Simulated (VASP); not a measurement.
Ni:

```
Ni
1.0
     0.00000    1.74570    1.74570
     1.74570    0.00000    1.74570
     1.74570    1.74570    0.00000
Ni
1
Direct
  0.00000 0.00000 0.00000
```

Base run:

| Quantity | Value |
| --- | --- |
| Program | VASP 6.6.1 |
| Functional | LDA |
| Potentials or basis | VASP PAW LDA potentials, release 64 (Ni) |
| Cutoff | 520 eV |
| k mesh | 24 × 24 × 24 |
| Occupations | gaussian, width 0.15 eV |
| Spin | collinear spin, ferromagnetic start |
| Starting moments | [0.75] μB |
| Fixed moment | 0.75 μB |

Its results: pressure -11.9 GPa; site moments Ni +0.75 μB.

The run is repeated on the same cell with these changes: fixed moment from 0.75 μB to 0.25 μB; moments at the start from [0.75] to [0.25]. What comes out?

Pressure -13.5 GPa; site moments Ni +0.25 μB.

Caveats: the cell stands under tension; the total moment is fixed, so each spin has its own Fermi level.
